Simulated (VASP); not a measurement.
Here is a VASP 6.6.1 calculation.

File INCAR:

```
PREC = Accurate
ENCUT = 600
EDIFF = 1E-7
ISMEAR = 0
SIGMA = 0.05
LREAL = False
LASPH = True
NELM = 80
ALGO = Normal
ISIF = 4
LWAVE = False
LCHARG = False
GGA = PE
IBRION = 2
NSW = 60
EDIFFG = -0.01
```

Contents of KPOINTS:

```
Automatic mesh
0
Gamma
  14 14 14
```

The input POSCAR:

```
NiO
1.0
    1.4506443566      0.8375299098      2.3688792794
   -1.4506443566      0.8375299098      2.3688792794
    0.0000000000     -1.6750598196      2.3688792794
Ni O
1 1
Direct
    1.0000000000      0.0000000000      0.0000000000
    0.5000000000      0.5000000000      0.5000000000
```

Potentials or basis: VASP PAW PBE potentials, release 64 (Ni, O).

Run with:

```bash
$ cat potpaw_PBE.64/Ni/POTCAR potpaw_PBE.64/O/POTCAR > POTCAR
$ mpirun -np 1 vasp_std > vasp.out
```

Q: Estimate the band gap on the k mesh.

A: Zero (bands 8 and 9 overlap by 3.05 eV).

Final structure:
```cif
data_structure
_symmetry_space_group_name_H-M 'P 1'
_symmetry_Int_Tables_number 1
_cell_length_a 2.9013
_cell_length_b 2.9013
_cell_length_c 2.9013
_cell_angle_alpha 60.000
_cell_angle_beta 60.000
_cell_angle_gamma 60.000
_cell_volume 17.27
loop_
_atom_site_label
_atom_site_type_symbol
_atom_site_fract_x
_atom_site_fract_y
_atom_site_fract_z
_atom_site_occupancy
Ni1 Ni 0.00000 0.00000 0.00000 1
O1 O 0.50000 0.50000 0.50000 1
```

Caveat: the relaxation stopped at its first step, so nothing moved; the run has no spin polarisation, though such a crystal can be magnetic; semilocal functionals often make such compounds metallic where correlation or magnetic order opens a gap, which also shifts bond lengths. Spin polarisation is off, so any magnetic state and its effect on volume and gap are missing.
